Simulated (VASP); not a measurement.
P, 8 atoms in the cell. It takes space group P2_1/c (No. 14, monoclinic). Conventional cell: a = 11.290 Å, b = 4.558 Å, c = 3.310 Å, α = 90.00°, β = 91.68°, γ = 90.00°. P (site symmetry 1) has 3 P at 2.23 to 2.26 Å within 2.9 Å. P (site symmetry 1) has 3 P at 2.23 to 2.26 Å within 2.9 Å.  This cell differs from its parent crystal: the part above a cut slid along it.

| Property | Result |
| --- | --- |
| Program | VASP 6.6.1 |
| Task | single point |
| Functional | PBE |
| Potentials or basis | VASP PAW PBE potentials, release 64 (P) |
| Cutoff | 520 eV |
| k mesh | 10 × 7 × 3 |
| Occupations | gaussian, width 0.03 eV |
| Spin | no spin polarisation |
| Dipole correction | no |
| Further INCAR settings | ALGO = Normal; EDIFF = 1e-06; NBANDS = 30 |

Potentials or basis: VASP PAW PBE potentials, release 64 (P).

The run is started by

```sh
$ cat potpaw_PBE.64/P/POTCAR > POTCAR
$ mpirun -np 1 vasp_std > vasp.out
```

Hardware: 1 thread of Intel Xeon 8259CL (shared host).

Q: How long does it take, and how much memory?

A: Wall time 9.8 min on 1 thread of Intel Xeon 8259CL (shared host), peak memory 0.37 GiB. Counts: scf iterations 13, k points 64.
